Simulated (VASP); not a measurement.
# Ta2N (P-3m1) in VASP: settings compared, part 2 of 2

VASP 6.6.1.

### Step 6. Single point, LDA

This run uses another cell than the first one, of 12.80 Å³/atom.

File INCAR:

```
  ALGO = Normal
  EDIFF = 1E-6
  ENCUT = 1330
  GGA_COMPAT = False
  ISIF = 2
  ISMEAR = -1
  LASPH = True
  LCHARG = False
  LREAL = False
  LWAVE = False
  NBANDS = 22
  NELM = 120
  PREC = Accurate
  SIGMA = 0.05
```

File KPOINTS:

```
k-points
0
Gamma
  10 10 6
```

File POSCAR:

```
Ta2N
1.0
    3.0493158896      0.0000000000      0.0000000000
   -1.5246579448      2.6407850245      0.0000000000
    0.0000000000      0.0000000000      4.7704285953
Ta N
2 1
Direct
    0.3333333333      0.6666666667      0.2547110000
    0.6666666667      0.3333333333      0.7452890000
    0.0000000000      0.0000000000      0.0000000000
```

Potentials or basis: VASP PAW LDA potentials, release 64 (Ta_sv_GW, N_h).

Command:

```
cat potpaw_LDA.64/Ta_sv_GW/POTCAR potpaw_LDA.64/N_h/POTCAR > POTCAR
mpirun -np 1 vasp_std > vasp.out
```

OUTCAR:

```text
EDIFF = 1E-6
   ENCUT = 1330
   ISIF = 2
   ISMEAR = -1
   LASPH = True
   LREAL = False
   NELM = 120
   PREC = Accurate

 ion  position               nearest neighbor table
   1  0.333  0.667  0.255-   3 2.14   3 2.14   3 2.14   2 2.93   2 2.93   2 2.93   2 3.00   2 3.00
                             2 3.00
   2  0.667  0.333  0.745-   3 2.14   3 2.14   3 2.14   1 2.93   1 2.93   1 2.93   1 3.00   1 3.00
                             1 3.00
   3  0.000  0.000  0.000-   1 2.14   2 2.14   1 2.14   2 2.14   2 2.14   1 2.14

  LATTYP: Found a hexagonal cell.
 ALAT       =     3.0493158896
 C/A-ratio  =     1.5644258476

  Lattice vectors:

 A1 = (   3.0493158896,   0.0000000000,   0.0000000000)
 A2 = (  -1.5246579448,   2.6407850245,   0.0000000000)
 A3 = (   0.0000000000,   0.0000000000,   4.7704285953)

Analysis of symmetry for initial positions (statically):
=====================================================================
 Subroutine PRICEL returns:
 Original cell was already a primitive cell.

 Routine SETGRP: Setting up the symmetry group for a
 hexagonal supercell.

 Subroutine GETGRP returns: Found 12 space group operations
 (whereof 12 operations were pure point group operations)
 out of a pool of 24 trial point group operations.

[... 164 lines left out ...]

 val. band max:       12.5984045392   @ k =   0.2000   0.1000   0.1667
 cond. band min:      12.6008113018   @ k =   0.0000   0.3000   0.3333
 fundamental gap:      0.0024067626
 Fermi energy:        12.6004680759

 k-point     1 :       0.0000    0.0000    0.0000
  band No.  band energies     occupation
      1     -55.5043      2.00000
      2     -55.3992      2.00000
      3     -22.9052      2.00000
      4     -21.9794      2.00000
      5     -21.9794      2.00000
      6     -21.8254      2.00000
[... 589 lines left out ...]
     21      17.5888      0.00000
     22      18.4607      0.00000

 [... further k-points ...]

------------------------ aborting loop because EDIFF is reached ----------------------------------------

  FORCE on cell =-STRESS in cart. coord.  units (eV):
  Direction    XX          YY          ZZ          XY          YZ          ZX
  --------------------------------------------------------------------------------------
  -------------------------------------------------------------------------------------
  Total        1.0433773      1.0433773      1.1678154      0.0000000     -0.0000000      0.0000000
  in kB       43.5170139     43.5170139     48.7070607      0.0000000     -0.0000000      0.0000000
  external PRESSURE =      45.2470295 kB  Pullay stress =       0.0000000 kB

 VOLUME and BASIS-vectors are now :
 -----------------------------------------------------------------------------
  energy-cutoff  :     1330.00
  volume of cell :       38.41
      direct lattice vectors                 reciprocal lattice vectors
     3.049315890  0.000000000  0.000000000     0.327942409  0.189337638  0.000000000
    -1.524657945  2.640785024  0.000000000     0.000000000  0.378675277  0.000000000
     0.000000000  0.000000000  4.770428595     0.000000000  0.000000000  0.209624771

 POSITION                                       TOTAL-FORCE (eV/Angst)
 -----------------------------------------------------------------------------------
     -0.00000      1.76052      1.21508        -0.000000      0.000000     -0.039348
      1.52466      0.88026      3.55535         0.000000      0.000000      0.039348
      0.00000      0.00000      0.00000        -0.000000      0.000000      0.000000
 -----------------------------------------------------------------------------------
    total drift:                               -0.000000      0.000000      0.000000

  FREE ENERGIE OF THE ION-ELECTRON SYSTEM (eV)
  ---------------------------------------------------
  free  energy   TOTEN  =       -42.6465786125 eV

  energy  without entropy=      -42.6336061297  energy(sigma->0) =      -42.64009237
```

OSZICAR:

```text
N       E                     dE             d eps       ncg     rms          rms(c)
DAV:   1     0.434473742955E+03    0.43447E+03   -0.31661E+04  3168   0.295E+03
DAV:   2    -0.151215103289E+02   -0.44960E+03   -0.42858E+03  4076   0.523E+02
DAV:   3    -0.463444559129E+02   -0.31223E+02   -0.30448E+02  3988   0.137E+02
DAV:   4    -0.473425714676E+02   -0.99812E+00   -0.99636E+00  4302   0.210E+01
DAV:   5    -0.473528046531E+02   -0.10233E-01   -0.10227E-01  4108   0.221E+00    0.956E+01
DAV:   6    -0.431186415455E+02    0.42342E+01   -0.18299E+01  3746   0.239E+01    0.803E+01
DAV:   7    -0.429282318789E+02    0.19041E+00   -0.52014E+00  3458   0.146E+01    0.361E+00
DAV:   8    -0.426495816261E+02    0.27865E+00   -0.11682E+00  4018   0.660E+00    0.768E+00
DAV:   9    -0.426473562941E+02    0.22253E-02   -0.96729E-02  3642   0.211E+00    0.359E+00
DAV:  10    -0.426469837792E+02    0.37251E-03   -0.38691E-03  3818   0.460E-01    0.192E+00
DAV:  11    -0.426467033316E+02    0.28045E-03   -0.18919E-03  3994   0.404E-01    0.123E+00
DAV:  12    -0.426465967620E+02    0.10657E-03   -0.83840E-04  3806   0.202E-01    0.850E-01
DAV:  13    -0.426465844932E+02    0.12269E-04   -0.18097E-04  3844   0.853E-02    0.286E-01
DAV:  14    -0.426465789843E+02    0.55089E-05   -0.16642E-05  3328   0.272E-02    0.328E-01
DAV:  15    -0.426465786125E+02    0.37178E-06   -0.70541E-06  3326   0.151E-02
   1 F= -.42646579E+02 E0= -.42640092E+02  d E =-.129725E-01
```

Run time: 3 min. Hardware: 1 thread of Intel Xeon Platinum 8488C (Sapphire Rapids), shared host; peak memory 0.4 GiB.

What came out:

- Free energy: -42.6466 eV
- Pressure: 4.5 GPa
- Largest force: 0.039 eV/Å
- Band gap on the k mesh: zero (an odd number of electrons rules out a gap without spin polarisation)

Forces on the atoms (eV/Å):
```
Ta   0.000  0.000 -0.039
Ta   0.000  0.000  0.039
N    0.000  0.000  0.000
```

Levels at points of the mesh, in eV from the Fermi level:
| k point | band 12 | band 13 | band 14 | band 15 | band 16 | band 17 | band 18 | band 19 |
| --- | --- | --- | --- | --- | --- | --- | --- | --- |
| (0.00, 0.00, 0.00) | -6.32 | -4.73 | -0.72 | -0.27 | -0.27 | 0.28 | 0.28 | 0.33 |
| (0.50, 0.00, 0.00) | -6.63 | -4.84 | -2.58 | -1.22 | 1.92 | 2.07 | 4.03 | 4.32 |
| (0.00, 0.00, 0.50) | -6.52 | -2.96 | -2.54 | -1.22 | -1.22 | 1.93 | 2.40 | 2.46 |
| (0.50, 0.00, 0.50) | -6.32 | -3.45 | -2.04 | -2.02 | -0.24 | 0.78 | 3.55 | 3.81 |

Caveat: the cell stands under pressure; spin-orbit coupling is left out, which moves the levels of the heavy elements.

### Step 7. Summary

```tsv
level	potentials or basis	spin	U	cell	cutoff (eV)	smearing	gap on the mesh (eV)	pressure (GPa)	largest force (eV/Å)
PBEsol+U	VASP PAW PBE potentials, release 64 (Ta_sv_GW, N)	off	Ta d U = 2.0 eV	a = 3.113, b = 3.113, c = 4.870 Å, angles 90.0, 90.0, 120.0°, 3 atoms, atomic positions A	700	gaussian 0.1 eV	none	-3.6	-
BLYP	VASP PAW PBE potentials, release 64 (Ta_sv_GW, N)	off	-	a = 3.113, b = 3.113, c = 4.870 Å, angles 90.0, 90.0, 120.0°, 3 atoms, atomic positions A	700	fermi-dirac 0.05 eV	none	8.7	0.46
LDA	VASP PAW LDA potentials, release 64 (Ta_sv_GW, N_h)	off	-	a = 3.065, b = 3.065, c = 4.780 Å, angles 90.0, 90.0, 120.0°, 3 atoms, atomic positions B	1330	fermi-dirac 0.05 eV	none	1.0	0.04
BLYP+D3(BJ)	VASP PAW PBE potentials, release 64 (Ta_sv_GW, N)	non-collinear, zero start, SOC	-	a = 3.113, b = 3.113, c = 4.870 Å, angles 90.0, 90.0, 120.0°, 3 atoms, atomic positions A	700	tetrahedron	-	-6.5	0.45
LDA	VASP PAW LDA potentials, release 64 (Ta_sv_GW, N_h)	off	-	a = 3.049, b = 3.049, c = 4.770 Å, angles 90.0, 90.0, 120.0°, 3 atoms, atomic positions A	1330	fermi-dirac 0.05 eV	none	4.5	0.04
```

Alike in all rows: task single point; k mesh 10 × 10 × 6.

Caveats: spin-orbit coupling is left out, which moves the levels of the heavy elements (at least some runs); the PAW data sets were made with another functional, which shifts forces and pressure a little (at least some runs); the cell stands under tension (at least some runs); the cell stands under pressure (at least some runs); U without spin polarisation on a metal has little footing (at least some runs); the dispersion term is far too large for a dense solid, which distorts pressure and volume (at least some runs).

Absolute energies hang on the potentials; compare differences alone.

The gap in the log of VASP goes by the Fermi energy; the results here count the filled bands.